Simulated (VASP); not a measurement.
# MgO (Immm) in VASP: notebook

The runs below take MgO through single point, with LDA.

All numbers are computed with VASP 6.6.1; they aren't measurements. Logs are shortened: lines on timing, memory, paths and dates and some standing lists are left out, and cuts for length are marked.

### 1 The cell of the first run

The structure is orthorhombic, space group Immm (No. 71). Conventional cell: a = 2.906 Å, b = 3.133 Å, c = 4.270 Å, α = 90.00°, β = 90.00°, γ = 90.00°. Within 2.8 Å of Mg (site symmetry mmm) lie 6 O at 2.14 Å. Within 2.8 Å of O (site symmetry mmm) lie 6 Mg at 2.14 Å.

### 2 Single point, LDA (strain +0.0750 x Voigt [0, 0, 0, 0, 0, 1])

File INCAR:

```
  PREC = Accurate
  ENCUT = 520
  EDIFF = 1E-6
  ISMEAR = 0
  SIGMA = 0.05
  LREAL = False
  LASPH = True
  NELM = 100
  ALGO = Normal
  ISIF = 2
  LWAVE = False
  LCHARG = True
  GGA = CA
  LELF = True
  LVHAR = True
  NBANDS = 11
```

File KPOINTS:

```
regular mesh
0
Gamma
  10 10 10
```

File POSCAR:

```
MgO
1.0
    0.0800681250      2.1351500000      2.1351500000
    2.1351500000      0.0800681250      2.1351500000
    2.2152181250      2.2152181250      0.0000000000
Mg O
1 1
Direct
    0.0000000000      0.0000000000      0.0000000000
    0.5000000000      0.5000000000      0.5000000000
```

Potentials or basis: VASP PAW LDA potentials, release 64 (Mg, O).

Command:

```console
cat potpaw_LDA.64/Mg/POTCAR potpaw_LDA.64/O/POTCAR > POTCAR
mpirun -np 1 vasp_std > vasp.out
```

OUTCAR:

```text
PREC = Accurate
   ENCUT = 520
   EDIFF = 1E-6
   ISMEAR = 0
   LREAL = False
   LASPH = True
   NELM = 100
   ISIF = 2
   GGA = CA

 ion  position               nearest neighbor table
   1  0.000  0.000  0.000-   2 2.14   2 2.14   2 2.14   2 2.14   2 2.14   2 2.14
   2  0.500  0.500  0.500-   1 2.14   1 2.14   1 2.14   1 2.14   1 2.14   1 2.14

  LATTYP: Found a body centered orthorhombic cell.
 ALAT       =     2.9063246594
 B/A-ratio  =     1.0779220779
 C/A-ratio  =     1.4693127921

  Lattice vectors:

 A1 = (   2.1351500000,   0.0800681250,  -2.1351500000)
 A2 = (  -2.1351500000,  -0.0800681250,  -2.1351500000)
 A3 = (   0.0800681250,   2.1351500000,   2.1351500000)

Analysis of symmetry for initial positions (statically):
=====================================================================
 Subroutine PRICEL returns:
 Original cell was already a primitive cell.

 Routine SETGRP: Setting up the symmetry group for a
 body centered orthorhombic supercell.

 Subroutine GETGRP returns: Found  8 space group operations
 (whereof  8 operations were pure point group operations)
 out of a pool of  8 trial point group operations.

The static configuration has the point symmetry D_2h.

Analysis of symmetry for dynamics (positions and initial velocities):
=====================================================================
 Subroutine PRICEL returns:
 Original cell was already a primitive cell.

 Routine SETGRP: Setting up the symmetry group for a
 body centered orthorhombic supercell.

 Subroutine GETGRP returns: Found  8 space group operations
 (whereof  8 operations were pure point group operations)
 out of a pool of  8 trial point group operations.

The dynamic configuration has the point symmetry D_2h.

 Subroutine INISYM returns: Found  8 space group operations
 (whereof  8 operations are pure point group operations),
 and found     1 'primitive' translations

----------------------------------------------------------------------------------------

                                     Primitive cell

  volume of cell :      19.4403

  direct lattice vectors                    reciprocal lattice vectors
     0.080068125  2.135150000  2.135150000    -0.243299309  0.243299309  0.234175585
     2.135150000  0.080068125  2.135150000     0.243299309 -0.243299309  0.234175585
     2.215218125  2.215218125  0.000000000     0.225711407  0.225711407 -0.234175585

  length of vectors
     3.020619465  3.020619465  3.132791516     0.416205853  0.416205853  0.395890746

  position of ions in fractional coordinates (direct lattice)
     0.000000000  0.000000000  0.000000000
     0.500000000  0.500000000  0.500000000

  ion indices of the primitive-cell ions
   primitive index   ion index
                 1           1
                 2           2

----------------------------------------------------------------------------------------

 KPOINTS: regular mesh

Automatic generation of k-mesh.
 Grid dimensions read from file:
 generate k-points for:   10   10   10

 Generating k-lattice:

  Cartesian coordinates                     Fractional coordinates (reciprocal lattice)
    -0.024329931  0.024329931  0.023417558     0.100000000  0.000000000  0.000000000
     0.024329931 -0.024329931  0.023417558     0.000000000  0.100000000  0.000000000
     0.022571141  0.022571141 -0.023417558    -0.000000000 -0.000000000  0.100000000

  Length of vectors
     0.041620585  0.041620585  0.039589075

  Shift w.r.t. Gamma in fractional coordinates (k-lattice)
     0.000000000  0.000000000  0.000000000

 Subroutine IBZKPT returns following result:
 ===========================================

 Found    171 irreducible k-points:

 Following reciprocal coordinates:
            Coordinates               Weight
  0.000000  0.000000  0.000000      1.000000
  0.100000 -0.000000  0.000000      4.000000
  0.200000 -0.000000  0.000000      4.000000
  0.300000 -0.000000  0.000000      4.000000
  0.400000  0.000000  0.000000      4.000000
  0.500000 -0.000000  0.000000      2.000000
[... 16 lines left out ...]
  0.300000  0.300000  0.000000      2.000000
  0.400000  0.300000  0.000000      4.000000
 [... further k-points ...]
   k-points           NKPTS =    171   k-points in BZ     NKDIM =    171   number of bands    NBANDS=     11
   number of dos      NEDOS =    301   number of ions     NIONS =      2
   total plane-waves  NPLWV =  13824
   dimension x,y,z NGX =    24 NGY =   24 NGZ =   24
   dimension x,y,z NGXF=    48 NGYF=   48 NGZF=   48
   ions per type =               1   1
   NGX,Y,Z   is equivalent  to a cutoff of  13.21, 13.21, 12.74 a.u.
   NGXF,Y,Z  is equivalent  to a cutoff of  26.42, 26.42, 25.47 a.u.
 SYSTEM =  unknown system
   PREC   = accura    normal or accurate (medium, high low for compatibility)
   ISTART =      0    job   : 0-new  1-cont  2-samecut
   ICHARG =      2    charge: 1-file 2-atom 10-const
   ISPIN  =      1    spin polarized calculation?
   LNONCOLLINEAR =      F non collinear calculations
   LSORBIT =      F    spin-orbit coupling
   LASPH  =      T    aspherical Exc in radial PAW
   ENCUT  =  520.0 eV  38.22 Ry    6.18 a.u.   5.62  5.62  5.82*2*pi/ulx,y,z
   NELM   =    100;   NELMIN=  2; NELMDL= -5     # of ELM steps
   EDIFF  = 0.1E-05   stopping-criterion for ELM
   LREAL  =      F    real-space projection
   EDIFFG = 0.1E-04   stopping-criterion for IOM
   NSW    =      0    number of steps for IOM
   IBRION =     -1    ionic relax: 0-MD 1-quasi-New 2-CG
   NFREE  =      0    steps in history (QN), initial steepest desc. (CG)
   ISIF   =      2    stress and relaxation
   ISYM   =      2    0-nonsym 1-usesym 2-fastsym
   POTIM  = 0.5000    time-step for ionic-motion
   TEBEG  =    0.0;   TEEND  =   0.0 temperature during run
   PSTRESS=    0.0 pullay stress
   NELECT =       8.0000    total number of electrons
   NUPDOWN=      -1.0000    fix difference up-down
   EMIN   =  10.00;   EMAX   =-10.00  energy-range for DOS
   EFERMI =   0.00;   METHOD = LEGACY
   ISMEAR =     0;   SIGMA  =   0.05  broadening in eV -4-tet -1-fermi 0-gaus
   EFERMI_NEDOS =   21; number of points for ismear=-14 and -15
   IALGO  =     38    algorithm
   IMIX   =      4    mixing-type and parameters
     AMIX     =   0.40;   BMIX     =  1.00
     AMIX_MAG =   1.60;   BMIX_MAG =  1.00
  volume/ion in A,a.u.               =       9.72        65.59
  Fermi-wavevector in a.u.,A,eV,Ry     =   1.217690  2.301101 20.174304  1.482770
  Thomas-Fermi vector in A             =   2.353002
   LORBIT       =      0    0 simple, 1 ext, 2 COOP (PROOUT), +10 PAW based schemes
   GGA     = CA    functional components
   LHFCALC =     F    Hartree Fock is set to
   AEXX    =    0.0000 exact exchange contribution
   IVDW    =     0    specifies the selected vdW correction
   LEPSILON=     F    determine dielectric tensor
   LRPA    =     F    only Hartree local field effects (RPA)
 non-spin polarized calculation
 Gauss-broadening in eV      SIGMA  =   0.05
  energy-cutoff  :      520.00
  volume of cell :       19.44
 maximum number of plane-waves:       538
   NGX = 11   NGY = 11   NGZ = 11

 number of electron       8.0000000 magnetization

 Free energy of the ion-electron system (eV)
  ---------------------------------------------------
  ext. energy  EPLUGINS =         0.00000000
  ---------------------------------------------------
  free energy    TOTEN  =       -13.32738167 eV

  energy without entropy =      -13.32738167  energy(sigma->0) =      -13.32738167

 E-fermi :   3.2024     XC(G=0): -11.4030

 val. band max:        2.8933151306   @ k =   0.0000   0.0000   0.0000
 cond. band min:       6.8115865138   @ k =   0.0000   0.0000   0.0000
 fundamental gap:      3.9182713832
 Fermi energy:         3.2024070957

 k-point     1 :       0.0000    0.0000    0.0000
  band No.  band energies     occupation
      1     -14.1991      2.00000
      2       2.3386      2.00000
      3       2.5820      2.00000
      4       2.8933      2.00000
      5       6.8116      0.00000
      6      16.8801      0.00000
      7      17.9763      0.00000
      8      19.0057      0.00000
      9      21.6858      0.00000
     10      23.4316      0.00000
     11      23.5262      0.00000

 k-point     2 :       0.1000   -0.0000    0.0000
  band No.  band energies     occupation
      1     -14.0886      2.00000
      2       2.0963      2.00000
      3       2.2723      2.00000
      4       2.6374      2.00000
      5       7.4487      0.00000
      6      17.0744      0.00000
      7      17.1304      0.00000
      8      18.5879      0.00000
      9      22.3778      0.00000
     10      22.5640      0.00000
     11      23.3908      0.00000

 k-point     3 :       0.2000   -0.0000    0.0000
  band No.  band energies     occupation
      1     -13.7843      2.00000
      2       0.8134      2.00000
      3       2.1051      2.00000
      4       2.4212      2.00000
      5       8.6074      0.00000
      6      15.4705      0.00000
      7      17.6458      0.00000
      8      18.7702      0.00000
      9      21.4022      0.00000
     10      22.1775      0.00000
     11      23.7192      0.00000

 k-point     4 :       0.3000   -0.0000    0.0000
  band No.  band energies     occupation
      1     -13.3724      2.00000
      2      -0.4815      2.00000
      3       1.9098      2.00000
      4       2.1960      2.00000
      5       9.4727      0.00000
      6      14.7146      0.00000
      7      17.7679      0.00000
      8      18.5508      0.00000
      9      21.6882      0.00000
     10      22.7425      0.00000
     11      23.2941      0.00000
[... 239 lines left out ...]
 k-point    22 :      -0.2000    0.2000    0.0000
  band No.  band energies     occupation
      1     -13.2298      2.00000
      2      -0.3951      2.00000
      3       1.4143      2.00000
      4       1.9278      2.00000
      5      10.4218      0.00000
      6      14.0815      0.00000
      7      16.8314      0.00000
      8      18.8236      0.00000
      9      19.6915      0.00000
     10      23.8805      0.00000
     11      25.7813      0.00000

 k-point    23 :       0.3000    0.3000    0.0000
  band No.  band energies     occupation
      1     -13.2352      2.00000
      2      -0.5048      2.00000
      3       1.3012      2.00000
      4       2.0995      2.00000
      5      10.7109      0.00000
      6      12.8509      0.00000
      7      16.3678      0.00000
      8      18.9810      0.00000
      9      20.5938      0.00000
     10      26.0991      0.00000
     11      28.7481      0.00000

 k-point    24 :       0.4000    0.3000    0.0000
  band No.  band energies     occupation
      1     -12.9852      2.00000
      2      -0.8805      2.00000
      3       1.1478      2.00000
      4       1.6899      2.00000
      5      11.0835      0.00000
      6      12.9501      0.00000
      7      15.5556      0.00000
      8      19.2100      0.00000
      9      20.9351      0.00000
     10      26.6157      0.00000
     11      28.4737      0.00000

 [... further k-points ...]
[... 5 lines left out ...]
  --------------------------------------------------------------------------------------
  -------------------------------------------------------------------------------------
  Total       -1.5343808     -1.5343808     -1.6665785     -1.2991260     -0.0000000     -0.0000000
  in kB     -126.4560837   -126.4560837   -137.3511683   -107.0675442     -0.0000000     -0.0000000
  external PRESSURE =    -130.0877786 kB  Pullay stress =       0.0000000 kB

 VOLUME and BASIS-vectors are now :
 -----------------------------------------------------------------------------
  energy-cutoff  :      520.00
  volume of cell :       19.44
      direct lattice vectors                 reciprocal lattice vectors
     0.080068125  2.135150000  2.135150000    -0.243299309  0.243299309  0.234175585
     2.135150000  0.080068125  2.135150000     0.243299309 -0.243299309  0.234175585
     2.215218125  2.215218125  0.000000000     0.225711407  0.225711407 -0.234175585

 POSITION                                       TOTAL-FORCE (eV/Angst)
 -----------------------------------------------------------------------------------
      0.00000      0.00000      0.00000        -0.000000      0.000000      0.000000
      2.21522      2.21522      2.13515         0.000000     -0.000000     -0.000000
 -----------------------------------------------------------------------------------
    total drift:                               -0.000000     -0.000000      0.000000

  FREE ENERGIE OF THE ION-ELECTRON SYSTEM (eV)
  ---------------------------------------------------
  free  energy   TOTEN  =       -13.3273816749 eV

  energy  without entropy=      -13.3273816749  energy(sigma->0) =      -13.32738167
```

Run time: 15 s. Hardware: 1 thread of AMD EPYC 9R45 (Zen 5), shared host; peak memory 0.13 GiB.

What came out:

```yaml
Free_energy: -13.3274 eV
Pressure: -13.0 GPa
Band_gap_on_the_k_mesh: 3.92 eV, direct
```

Stress tensor (GPa, compression positive):
```
-12.65 -10.71   0.00
-10.71 -12.65   0.00
  0.00   0.00 -13.74
```

Levels at points of the mesh, in eV from the valence-band top:
| k point | band 1 | band 2 | band 3 | band 4 | band 5 | band 6 | band 7 | band 8 |
| --- | --- | --- | --- | --- | --- | --- | --- | --- |
| (0.00, 0.00, 0.00) | -17.09 | -0.55 | -0.31 | 0.00 | 3.92 | 13.99 | 15.08 | 16.11 |
| (0.50, 0.00, 0.00) | -15.74 | -4.68 | -1.19 | -0.93 | 6.92 | 12.02 | 14.48 | 15.16 |
| (0.50, 0.50, 0.00) | -15.59 | -4.29 | -2.04 | -1.15 | 7.87 | 9.71 | 12.16 | 17.04 |
| (0.00, 0.00, 0.50) | -15.93 | -4.96 | -0.91 | -0.58 | 7.40 | 11.22 | 15.51 | 16.23 |
| (0.50, 0.00, 0.50) | -15.57 | -4.28 | -1.61 | -1.60 | 8.55 | 8.97 | 12.07 | 17.73 |

Caveat: the cell differs from its parent crystal (strain +0.0750 x Voigt [0, 0, 0, 0, 0, 1]).

### 3 Single point, LDA (strain -0.0500 x Voigt [0, 0, 0, 0, 0, 1])

File INCAR:

```
SYSTEM = MgO
ALGO     = Normal         ! electronic algorithm
EDIFF    = 1E-6           ! SCF threshold, eV
ENCUT    = 520            ! plane-wave cutoff, eV
GGA      = CA             ! functional
ISIF     = 2              ! what is computed and relaxed
ISMEAR   = 0              ! smearing method
LASPH    = .TRUE.         ! aspherical terms in the spheres
LCHARG   = .FALSE.        ! write CHGCAR
LREAL    = .FALSE.        ! projectors in reciprocal space
LWAVE    = .FALSE.        ! write WAVECAR
NBANDS   = 11             ! bands
NELM     = 100            ! most SCF steps
PREC     = Accurate       ! precision mode
SIGMA    = 0.05           ! smearing width, eV
```

File KPOINTS:

```
k-points
0
G
  10 10 10
  0 0 0
```

File POSCAR:

```
MgO
1.0
   -0.0533787500      2.1351500000      2.1351500000
    2.1351500000     -0.0533787500      2.1351500000
    2.0817712500      2.0817712500      0.0000000000
Mg O
1 1
Direct
    0.0000000000      0.0000000000      0.0000000000
    0.5000000000      0.5000000000      0.5000000000
```

Potentials or basis: VASP PAW LDA potentials, release 64 (Mg, O).

Command:

```console
cat potpaw_LDA.64/Mg/POTCAR potpaw_LDA.64/O/POTCAR > POTCAR
mpirun -np 1 vasp_std > vasp.out
```

Wall time 15 s (1 thread of AMD EPYC 9R45 (Zen 5), shared host); peak memory 0.13 GiB.

Results (log left out):

```yaml
Free_energy: -13.3532 eV
Pressure: -13.1 GPa
Band_gap_on_the_k_mesh: 4.05 eV, direct
```

Stress tensor (GPa, compression positive):
```
-12.98   7.11   0.00
  7.11 -12.98   0.00
  0.00   0.00 -13.46
```

Levels at points of the mesh, in eV from the valence-band top:
```csv
k point,band 1,band 2,band 3,band 4,band 5,band 6,band 7,band 8,band 9
"(0.00, 0.00, 0.00)",-16.99,-0.37,-0.20,0.00,4.05,14.42,15.14,15.84,18.97
"(0.50, 0.00, 0.00)",-15.80,-4.81,-0.81,-0.60,7.44,11.47,15.53,16.00,19.99
"(0.50, 0.50, 0.00)",-15.48,-4.18,-1.80,-1.20,8.24,9.51,12.27,17.36,18.34
"(0.00, 0.00, 0.50)",-15.67,-4.62,-1.00,-0.82,7.12,12.00,14.84,15.30,19.54
"(0.50, 0.00, 0.50)",-15.47,-4.18,-1.51,-1.50,8.66,9.07,12.23,17.83,17.87
```

Caveat: the cell differs from its parent crystal (strain -0.0500 x Voigt [0, 0, 0, 0, 0, 1]).

(Part 1 of 2 ends here.)
